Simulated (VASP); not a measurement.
## Li16F (a cell with a defect): single point with PBE

The system is Li16F (a cell with a defect).

```
CELL_PARAMETERS angstrom
6.98000 0.00000 0.00000
0.00000 6.98000 0.00000
0.00000 0.00000 6.98000
ATOMIC_POSITIONS crystal
Li 0.99978 0.97837 0.04227
Li 0.49978 0.02275 0.99803
Li 0.99975 0.49235 0.99276
Li 0.99975 0.97734 0.47414
Li 0.25759 0.26712 0.25802
Li 0.49977 0.49054 0.98758
Li 0.49980 0.00814 0.50535
Li 0.74200 0.26712 0.25799
Li 0.99979 0.52614 0.49092
Li 0.26446 0.74941 0.24816
Li 0.22468 0.23844 0.74248
Li 0.49983 0.49988 0.52072
Li 0.73493 0.74940 0.24808
Li 0.77500 0.23842 0.74246
Li 0.25680 0.75962 0.76001
Li 0.74281 0.75963 0.76000
F 0.99976 0.80741 0.26430
```

```
Program             : VASP 6.6.1
Task                : single point
Functional          : PBE
Potentials or basis : VASP PAW PBE potentials, release 64 (Li_sv, F)
Cutoff              : 520 eV
k mesh              : 3 × 3 × 3
Occupations         : gaussian, width 0.15 eV
Spin                : no spin polarisation
```

The largest force is 0.044 eV/Å.

Forces on the atoms (eV/Å):
```
Li   0.001  0.015 -0.007
Li   0.000 -0.009  0.000
Li   0.000  0.002  0.009
Li   0.000  0.009  0.001
Li   0.001  0.000  0.001
Li   0.001  0.001  0.001
Li  -0.001 -0.002  0.000
Li  -0.003 -0.001  0.002
Li   0.000 -0.034  0.028
Li  -0.006  0.006  0.001
Li   0.002 -0.001  0.004
Li   0.000 -0.001 -0.001
Li   0.009  0.006  0.001
Li  -0.004 -0.001  0.005
Li  -0.003 -0.003 -0.008
Li   0.004 -0.002 -0.007
F   -0.002  0.016 -0.031
```

Levels at points of the mesh, in eV from the Fermi level:
```
           k point  band 23  band 24  band 25  band 26  band 27  band 28  band 29  band 30  band 31  band 32
(0.00, 0.00, 0.00)    -1.11    -1.01    -1.00    -0.99    -0.63     0.22     0.23     0.27     0.47     0.50
```

Run time: 3.1 min on 1 thread of AMD EPYC 9R45 96-Core Processor (Zen 5) (shared host), peak memory 0.39 GiB.

Caveat: an odd number of electrons without spin polarisation forces a metal; a magnetic or distorted state may lie lower.
